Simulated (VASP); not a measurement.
Here is a VASP 6.6.1 calculation.

Contents of INCAR:

```
SYSTEM = Ta
PREC = Accurate ; ENCUT = 500
EDIFF = 1E-6 ; ISMEAR = 0
SIGMA = 0.15 ; LREAL = .FALSE.
LASPH = .TRUE. ; NELM = 120
ALGO = Normal ; ISIF = 2
LWAVE = .FALSE. ; LCHARG = .FALSE.
GGA = PE ; NBANDS = 18
GGA_COMPAT = .FALSE.
```

File KPOINTS:

```
Automatic mesh
0
G
  18 18 10
  0 0 0
```

Contents of POSCAR:

```
Ta
1.0
   -1.6512800000      1.6512800000      1.6512800000
    1.6512800000     -1.6512800000      1.6512800000
    3.3025600000      3.3025600000      0.0000000000
Ta
2
Direct
   -0.0160581514      0.0160581514      0.0000000000
    0.5160581514      0.4839418486      0.5000000000
```

Potentials or basis: VASP PAW PBE potentials, release 64 (Ta_pv).

Run with:

```console
$ cat potpaw_PBE.64/Ta_pv/POTCAR > POTCAR
$ mpirun -np 1 vasp_std > vasp.out
```

Q: What does it give for the band gap on the k mesh?

A: Zero (bands 11 and 12 overlap by 2.76 eV).

Q: What does it give for the largest force?

A: 0.406 eV/Å.

Forces on the atoms (eV/Å):
```
Ta  -0.287  0.287  0.000
Ta   0.287 -0.287  0.000
```

Caveat: the cell differs from its parent crystal (atoms displaced along a vibrational mode); spin-orbit coupling is left out, which moves the levels of the heavy elements.
